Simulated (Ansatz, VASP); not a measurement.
# Sb6Se: VASP beside Ansatz

```xyz
7
Lattice="7.3625 0.0000 0.0000 0.0000 7.3625 0.0000 0.0000 0.0000 7.3625" Properties=species:S:1:pos:R:3 pbc="T T T"
Sb    1.5547    3.6812    3.6812
Sb    3.6812    1.5547    3.6812
Sb    5.8078    3.6812    3.6812
Sb    3.6812    5.8078    3.6812
Sb    3.6812    3.6812    1.5547
Sb    3.6812    3.6812    5.8078
Se    0.0000    0.0000    0.0000
```

Alike in both runs: task single point; functional PBE; k mesh 4 × 4 × 4; occupations fermi-dirac, width 0.05 eV; no spin polarisation.

|  | VASP | Ansatz |
| --- | --- | --- |
| version | VASP 6.6.1 | Ansatz 0.2.0 |
| potentials or method | VASP PAW PBE potentials, release 64 (Sb, Se) | Ansatz PAW |
| plane-wave cutoff (eV) | 520 | 420 |
| valence electrons in the cell | 36 | 106 |

Ansatz gave:

```
gap on the k mesh at the Fermi level (eV) : none
pressure (GPa)                            : 1.0
rms of the force components (eV/Å)        : 0.176
```

Q: What did VASP give for the same quantities?

A: gap on the k mesh at the Fermi level (eV): none; pressure (GPa): 1.0; rms of the force components (eV/Å): 0.204.

Atom by atom the forces differ by 0.028 eV/Å (rms over components). A gap of «none» marks a metal or a gap that the smearing closes. With one functional, cell and mesh, what is left measures potentials, basis and numerics. VASP's potentials hold 36 valence electrons a cell and Ansatz's 106, so a difference there can come from the potentials and not from the codes.

Neither program's run includes spin-orbit coupling.
